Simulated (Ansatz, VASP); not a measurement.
**FeS2 in VASP and in Ansatz**

File INCAR:

```
  PREC = Accurate
  ENCUT = 600
  EDIFF = 1E-6
  ISMEAR = -1
  SIGMA = 0.05
  LREAL = F
  LASPH = T
  NELM = 200
  ALGO = Normal
  ISIF = 2
  LWAVE = F
  LCHARG = T
  ISPIN = 2
  MAGMOM = 4 4 4 4 0 0 0 0 0 0 0 0
  LORBIT = 11
  LMAXMIX = 4
  LDAU = T
  LDAUTYPE = 2
  LDAUL = 2 -1
  LDAUU = 5.3 0
  LDAUJ = 0 0
  LDAUPRINT = 1
  GGA = PE
  LELF = T
  LVHAR = T
  NBANDS = 56
  GGA_COMPAT = F
```

The input KPOINTS:

```
regular mesh
0
Gamma
  3 3 3
```

The input POSCAR:

```
FeS2
1.0
    5.3825000000      0.0000000000      0.0000000000
    0.0000000000      5.3825000000      0.0000000000
    0.0000000000      0.0000000000      5.3825000000
Fe S
4 8
Direct
    0.0000000000      0.0000000000      0.0000000000
    0.5000000000      0.0000000000      0.5000000000
    0.5000000000      0.5000000000      0.0000000000
    0.0000000000      0.5000000000      0.5000000000
    0.3849000000      0.3849000000      0.3849000000
    0.1151000000      0.6151000000      0.8849000000
    0.8849000000      0.1151000000      0.6151000000
    0.6151000000      0.8849000000      0.1151000000
    0.6151000000      0.6151000000      0.6151000000
    0.8849000000      0.3849000000      0.1151000000
    0.1151000000      0.8849000000      0.3849000000
    0.3849000000      0.1151000000      0.8849000000
```

Input for Ansatz:

```yaml
crystal:
  lattice:
    - [5.3825, 0.0, 0.0]
    - [0.0, 5.3825, 0.0]
    - [0.0, 0.0, 5.3825]
  atoms:
    - { symbol: Fe, position: [0.0, 0.0, 0.0], spin: 4.0 }
    - { symbol: Fe, position: [0.5, 0.0, 0.5], spin: 4.0 }
    - { symbol: Fe, position: [0.5, 0.5, 0.0], spin: 4.0 }
    - { symbol: Fe, position: [0.0, 0.5, 0.5], spin: 4.0 }
    - { symbol: S, position: [0.3849, 0.3849, 0.3849] }
    - { symbol: S, position: [0.1151, 0.6151, 0.8849] }
    - { symbol: S, position: [0.8849, 0.1151, 0.6151] }
    - { symbol: S, position: [0.6151, 0.8849, 0.1151] }
    - { symbol: S, position: [0.6151, 0.6151, 0.6151] }
    - { symbol: S, position: [0.8849, 0.3849, 0.1151] }
    - { symbol: S, position: [0.1151, 0.8849, 0.3849] }
    - { symbol: S, position: [0.3849, 0.1151, 0.8849] }
magnetization:
  spin_polarized: true
hamiltonian:
  xc: pbe
  pseudopotentials: { kind: paw }
  hubbard: { sites: [{ species: Fe, l: d, u_eff: 5.3 }] }
basis:
  ecutwfc: 420
kpoints:
  mp_grid: { grid: [3, 3, 3] }
scf:
  occupations: { method: fermi_dirac, width: 0.05 }
output:
  forces: true
  stress: true
  write_density: true
  write_potential: true
  elf: true
  volumetric_format: npy
```

Alike in both runs: task single point; functional PBE; k mesh 3 × 3 × 3; occupations fermi-dirac, width 0.05 eV; collinear spin; Hubbard terms Fe d U = 5.3 eV.

```csv
,VASP,Ansatz
version,VASP 6.6.1,Ansatz 0.2.0
potentials or method,"VASP PAW PBE potentials, release 64 (Fe, S), cutoff 600 eV","PAW, plane waves, scalar-relativistic"
valence electrons in the cell,80,112
```

Ansatz gave:

- pressure (GPa): 11.6
- rms of the force components (eV/Å): 0.387
- net moment per atom (μB): 0.00
- size of the moment on the site where the two differ most (μB): 0.00

**Question.** What did VASP give for the same quantities?

**Answer.** Pressure (GPa): 26.3; rms of the force components (eV/Å): 0.364; net moment per atom (μB): 0.66; size of the moment on the site where the two differ most (μB): 2.29.

The net moments are unlike, so the other rows may belong to different states. Site moments also hang on the region over which each program counts them. The programs project onto different local orbitals, so the same U acts differently, and such runs can settle in different states. Atom by atom the forces differ by 0.023 eV/Å (rms over components). VASP's potentials hold 80 valence electrons a cell and Ansatz's 112, so a difference there can come from the potentials and not from the codes. Ansatz's warnings: seeded moment not kept.

The k mesh is coarse, so the values compare programs but aren't converged.
